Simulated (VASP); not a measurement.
## Si2Sn3: single point with PBE

Si2Sn3:

```
CELL_PARAMETERS angstrom
3.10932 0.00000 0.00000
-1.55466 2.69275 0.00000
0.00000 0.00000 14.18647
ATOMIC_POSITIONS crystal
Si 0.00000 0.00000 0.58416
Si 0.00000 0.00000 0.41584
Sn 0.00000 0.00000 0.77876
Sn 0.00000 0.00000 0.00000
Sn 0.00000 0.00000 0.22124
```

```
Program             : VASP 6.6.1
Task                : single point
Functional          : PBE
Potentials or basis : VASP PAW PBE potentials, release 64 (Si, Sn_d)
Cutoff              : 520 eV
k mesh              : 12 × 12 × 4
Occupations         : gaussian, width 0.1 eV
Spin                : no spin polarisation
```

```
Pressure               : 0.0 GPa
Band gap on the k mesh : zero (bands 25 and 26 overlap by 7.78 eV)
```

Levels at points of the mesh, in eV from the Fermi level:
```
           k point  band 21  band 22  band 23  band 24  band 25  band 26  band 27  band 28  band 29  band 30
(0.00, 0.00, 0.00)    -4.04    -3.72     1.09     1.09     5.46     5.46     6.61     7.20     7.20     7.95
(0.50, 0.00, 0.00)    -4.28    -4.17    -3.83    -2.98    -1.74    -0.67     0.27     2.71     3.67     3.92
(0.00, 0.00, 0.50)    -5.12    -1.67    -1.48     3.31     5.00     5.47     5.47     7.18     7.18     8.74
(0.50, 0.00, 0.50)    -4.72    -3.49    -3.49    -2.97    -1.82    -1.59     2.01     2.41     2.72     2.97
```

It took 2.8 min on 1 thread of AMD EPYC 7R13 Processor (Zen 3), with other jobs on the host, peak memory 0.32 GiB.

Caveat: spin-orbit coupling is left out, which moves the levels of the heavy elements.
